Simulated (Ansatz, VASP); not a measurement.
Sn in VASP and in Ansatz

INCAR

```
ALGO = Fast
EDIFF = 1E-7
ENCUT = 520
ISIF = 2
ISMEAR = 0
LASPH = True
LCHARG = False
LREAL = False
LWAVE = False
NBANDS = 21
NELM = 60
PREC = Accurate
SIGMA = 0.15
```

KPOINTS

```
k-points
0
Gamma
  12 12 12
```

File POSCAR:

```
Sn
1.0
    0.0000000000      3.2618280000      3.2456000000
    3.2456000000      0.0000000000      3.2456000000
    3.2456000000      3.2618280000      0.0000000000
Sn
2
Direct
    0.5000000000      0.5000000000      0.5000000000
    0.7500000000      0.7500000000      0.7500000000
```

Input for Ansatz:

```yaml
crystal:
  lattice:
    - [0.0, 3.261828, 3.2456]
    - [3.2456, 0.0, 3.2456]
    - [3.2456, 3.261828, 0.0]
  atoms:
    - { symbol: Sn, position: [0.5, 0.5, 0.5] }
    - { symbol: Sn, position: [0.75, 0.75, 0.75] }
basis:
  ecutwfc: 420
kpoints:
  mp_grid: { grid: [12, 12, 12] }
hamiltonian:
  xc: lda
scf:
  occupations: { method: gaussian, width: 0.15 }
output:
  forces: true
  stress: true
  eigenvalues: true
```

Change from the starting cell: strain +0.0050 x Voigt [0, 1, 0, 0, 0, 0], atoms carried along.

Alike in both runs: task single point; functional LDA; k mesh 12 × 12 × 12; occupations gaussian, width 0.15 eV; no spin polarisation.

|  | VASP | Ansatz |
| --- | --- | --- |
| version | VASP 6.6.1 | Ansatz 0.2.0 |
| potentials or method | VASP PAW LDA potentials, release 64 (Sn_d), cutoff 520 eV | scalar-relativistic, plane waves, PAW |
| valence electrons in the cell | 28 | 28 |

```csv
,VASP,Ansatz,Ansatz less VASP
gap on the k mesh at the Fermi level (eV),none,none,-
pressure (GPa),-0.6,-0.6,-0.01
"traceless stress, the component that is largest in VASP (GPa)",-0.11,-0.11,+0.001
```

LDA's correlation is that of Perdew and Zunger in VASP and of Perdew and Wang (1992) in Ansatz. A gap of «none» marks a metal or a gap that the smearing closes.
